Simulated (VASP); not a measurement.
# SiO2 (I-42d) in VASP: notebook, part 2 of 2

VASP 6.6.1. The steps go on from the part before.

### 3 Single point, LDA

This run uses another cell than the first one, of 14.73 Å³/atom, 1.047 times its volume.

Input file INCAR:

```
PREC = Accurate
ENCUT = 520
EDIFF = 1E-7
ISMEAR = 0
SIGMA = 0.02
LREAL = False
LASPH = True
NELM = 60
ALGO = Normal
ISIF = 2
LWAVE = False
LCHARG = False
GGA = CA
NBANDS = 25
```

Input file KPOINTS:

```
regular mesh
0
Gamma
  8 8 8
```

Input file POSCAR:

```
SiO2
1.0
   -2.4624993918      2.4624993918      3.6436694681
    2.4624993918     -2.4624993918      3.6436694681
    2.4624993918      2.4624993918     -3.6436694681
Si O
2 4
Direct
    0.0000000000      0.0000000000      0.0000000000
    0.7500000000      0.2500000000      0.5000000000
    0.9742770127      0.6250000000      0.8492770127
    0.3750000000      0.2242770127      0.3492770127
    0.7757229873      0.1250000000      0.1507229873
    0.8750000000      0.0257229873      0.6507229873
```

Potentials or basis: VASP PAW LDA potentials, release 64 (Si, O).

The run is started by

```console
> cat potpaw_LDA.64/Si/POTCAR potpaw_LDA.64/O/POTCAR > POTCAR
> mpirun -np 1 vasp_std > vasp.out
```

Wall time 69 s (1 thread of Intel Xeon 6975P-C (Granite Rapids), shared host); peak memory 0.25 GiB.

The run converged. Its results:

| Quantity | Value |
| --- | --- |
| Free energy | -51.8761 eV |
| Pressure | 0.6 GPa |
| Largest force | 0.027 eV/Å |
| Band gap on the k mesh | 5.76 eV, direct |

Forces on the atoms (eV/Å):
```
Si   0.000  0.000  0.000
Si   0.000  0.000  0.000
O    0.000  0.027  0.000
O    0.027  0.000  0.000
O    0.000 -0.027  0.000
O   -0.027  0.000  0.000
```

Levels at points of the mesh, in eV from the valence-band top:
| k point | band 12 | band 13 | band 14 | band 15 | band 16 | band 17 | band 18 | band 19 | band 20 | band 21 |
| --- | --- | --- | --- | --- | --- | --- | --- | --- | --- | --- |
| (0.00, 0.00, 0.00) | -1.63 | -1.57 | -0.70 | 0.00 | 0.00 | 5.76 | 8.60 | 10.57 | 10.57 | 10.70 |
| (0.50, 0.00, 0.00) | -1.65 | -1.52 | -0.79 | -0.48 | -0.15 | 8.16 | 8.74 | 9.50 | 10.08 | 10.70 |
| (0.50, 0.50, 0.00) | -2.12 | -0.99 | -0.99 | -0.33 | -0.33 | 8.97 | 8.97 | 10.09 | 10.09 | 11.00 |
| (0.50, 0.50, 0.50) | -2.13 | -1.50 | -1.50 | -0.32 | -0.32 | 8.73 | 8.73 | 10.03 | 10.03 | 11.65 |

### 4 Single point, LDA

This run uses another cell than the first one, of 14.73 Å³/atom, 1.047 times its volume.

Input file INCAR:

```
SYSTEM = SiO2
PREC = Accurate
ENCUT = 520
EDIFF = 1E-6
ISMEAR = 0
SIGMA = 0.05
LREAL = .FALSE.
LASPH = .TRUE.
NELM = 80
ALGO = Normal
ISIF = 2
LWAVE = .FALSE.
LCHARG = .FALSE.
GGA = CA
NBANDS = 25
```

Input file KPOINTS:

```
Automatic mesh
0
G
  8 8 8
  0 0 0
```

POSCAR is that of step 3.

The run is started by

```console
> cat potpaw_LDA.64/Si/POTCAR potpaw_LDA.64/O/POTCAR > POTCAR
> mpirun -np 1 vasp_std > vasp.out
```

Run time: 56 s. Hardware: 1 thread of Intel Xeon 6975P-C (Granite Rapids), shared host; peak memory 0.25 GiB.

It converged, with:

| Item | Value |
| --- | --- |
| Free energy | -51.8761 eV |
| Pressure | 0.6 GPa |
| Largest force | 0.028 eV/Å |
| Band gap on the k mesh | 5.76 eV, direct |

Forces on the atoms (eV/Å):
```
Si   0.000  0.000  0.000
Si   0.000  0.000  0.000
O    0.000  0.028  0.000
O    0.028  0.000  0.000
O    0.000 -0.028  0.000
O   -0.028  0.000  0.000
```

Levels at points of the mesh, in eV from the valence-band top:
| k point | band 14 | band 15 | band 16 | band 17 | band 18 | band 19 |
| --- | --- | --- | --- | --- | --- | --- |
| (0.00, 0.00, 0.00) | -0.70 | 0.00 | 0.00 | 5.76 | 8.60 | 10.57 |
| (0.50, 0.00, 0.00) | -0.79 | -0.48 | -0.15 | 8.16 | 8.74 | 9.50 |
| (0.50, 0.50, 0.00) | -0.99 | -0.33 | -0.33 | 8.97 | 8.97 | 10.09 |
| (0.50, 0.50, 0.50) | -1.50 | -0.32 | -0.32 | 8.73 | 8.73 | 10.03 |

A k mesh can miss the band edges. A hybrid or GW would open this gap; LDA tends to underestimate it.

### 5 Single point, LDA

This run uses another cell than the first one, of 14.73 Å³/atom, 1.047 times its volume.

Input file INCAR:

```
ALGO = Normal ; EDIFF = 1E-6
ENCUT = 520 ; ISIF = 2
ISMEAR = 0 ; LASPH = True
LCHARG = False ; LREAL = False
LWAVE = False ; NBANDS = 25
NELM = 60 ; PREC = Accurate
SIGMA = 0.01
```

Input file KPOINTS:

```
k-points
0
Gamma
  8 8 8
```

Input file POSCAR:

```
SiO2
1.0
   -2.4632700981      2.4632700981      3.6420760765
    2.4632700981     -2.4632700981      3.6420760765
    2.4632700981      2.4632700981     -3.6420760765
Si O
2 4
Direct
    0.0000000000      0.0000000000      0.0000000000
    0.7500000000      0.2500000000      0.5000000000
    0.9741962581      0.6250000000      0.8491962581
    0.3750000000      0.2241962581      0.3491962581
    0.7758037419      0.1250000000      0.1508037419
    0.8750000000      0.0258037419      0.6508037419
```

Potentials or basis: VASP PAW LDA potentials, release 64 (Si, O).

The run is started by

```console
> cat potpaw_LDA.64/Si/POTCAR potpaw_LDA.64/O/POTCAR > POTCAR
> mpirun -np 1 vasp_std > vasp.out
```

OUTCAR:

```text
EDIFF = 1E-6
   ENCUT = 520
   ISIF = 2
   ISMEAR = 0
   LASPH = True
   LREAL = False
   NELM = 60
   PREC = Accurate

 ion  position               nearest neighbor table
   1  0.000  0.000  0.000-   4 1.61   3 1.61   5 1.61   6 1.61   2 3.06   2 3.06   2 3.06   2 3.06

   2  0.750  0.250  0.500-   3 1.61   4 1.61   5 1.61   6 1.61   1 3.06   1 3.06   1 3.06   1 3.06

   3  0.974  0.625  0.849-   2 1.61   1 1.61
   4  0.375  0.224  0.349-   1 1.61   2 1.61
   5  0.776  0.125  0.151-   1 1.61   2 1.61
[... 883 lines left out ...]
  -------------------------------------------------------------------------------------
  Total        0.2987310      0.2987310      0.3192427      0.0000000     -0.0000000      0.0000000
  in kB        5.4144923      5.4144923      5.7862667      0.0000000     -0.0000000      0.0000000
  external PRESSURE =       5.5384171 kB  Pullay stress =       0.0000000 kB

 VOLUME and BASIS-vectors are now :
 -----------------------------------------------------------------------------
  energy-cutoff  :      520.00
  volume of cell :       88.40
      direct lattice vectors                 reciprocal lattice vectors
    -2.463270098  2.463270098  3.642076076     0.000000000  0.202982207  0.137284337
     2.463270098 -2.463270098  3.642076076     0.202982207  0.000000000  0.137284337
     2.463270098  2.463270098 -3.642076076     0.202982207  0.202982207  0.000000000

 POSITION                                       TOTAL-FORCE (eV/Angst)
 -----------------------------------------------------------------------------------
      0.00000      0.00000      0.00000         0.000000     -0.000000      0.000000
      0.00000      2.46327      1.82104         0.000000     -0.000000     -0.000000
      1.23164      2.95196      2.73156         0.000000      0.027296      0.000000
      0.48869      1.23164      0.91052         0.027296     -0.000000      0.000000
     -1.23164      1.97458      2.73156         0.000000     -0.027296     -0.000000
     -0.48869      3.69491      0.91052        -0.027296     -0.000000     -0.000000
 -----------------------------------------------------------------------------------
    total drift:                                0.000001      0.000001     -0.000000

  FREE ENERGIE OF THE ION-ELECTRON SYSTEM (eV)
  ---------------------------------------------------
  free  energy   TOTEN  =       -51.8761027173 eV

  energy  without entropy=      -51.8761027173  energy(sigma->0) =      -51.87610272
```

stdout:

```text
POSCAR found type information on POSCAR SiO
 POSCAR found :  2 types and       6 ions
 scaLAPACK will be used
 LDA part: xc-table for (Slater(with rela. corr.)+CA(PZ))
 , standard interpolation
 POSCAR, INCAR and KPOINTS ok, starting setup
 FFT: planning ... GRIDC
 FFT: planning ... GRID_SOFT
 FFT: planning ... GRID
 WAVECAR not read
 entering main loop
```

Wall time 1.9 min (1 thread of Intel Xeon Platinum 8124M at 3.00GHz (Skylake/Cascade Lake), shared host); peak memory 0.25 GiB.

What came out:

| Item | Value |
| --- | --- |
| Free energy | -51.8761 eV |
| Pressure | 0.6 GPa |
| Largest force | 0.027 eV/Å |
| Band gap on the k mesh | 5.76 eV, direct |

Forces in eV/Å, atoms in the order of the input:
```
Si   0.000  0.000  0.000
Si   0.000  0.000  0.000
O    0.000  0.027  0.000
O    0.027  0.000  0.000
O    0.000 -0.027  0.000
O   -0.027  0.000  0.000
```

A k mesh can miss the band edges. LDA gaps usually lie below the measured ones, often by a third to a half.

### 6 Overview

| cell | k mesh | smearing | gap on the mesh (eV) | pressure (GPa) | largest force (eV/Å) |
| --- | --- | --- | --- | --- | --- |
| a = 5.029 Å, angles 123.7, 123.7, 83.8°, 6 atoms | 6 × 6 × 6 | gaussian 0.1 eV | 5.82 | -2.3 | 0.25 |
| a = 5.040 Å, angles 121.5, 121.5, 87.4°, 6 atoms | 8 × 8 × 8 | gaussian 0.02 eV | 5.76 | 0.6 | 0.03 |
| a = 5.040 Å, angles 121.5, 121.5, 87.4°, 6 atoms | 8 × 8 × 8 | gaussian 0.05 eV | 5.76 | 0.6 | 0.03 |
| a = 5.040 Å, angles 121.5, 121.5, 87.5°, 6 atoms | 8 × 8 × 8 | gaussian 0.01 eV | 5.76 | 0.6 | 0.03 |

Alike in all rows: task single point; level LDA; potentials or basis VASP PAW LDA potentials, release 64 (Si, O); no spin polarisation; cutoff (eV) 520.

Total energies depend on the potentials used, so only differences within one code and one set of settings carry meaning.
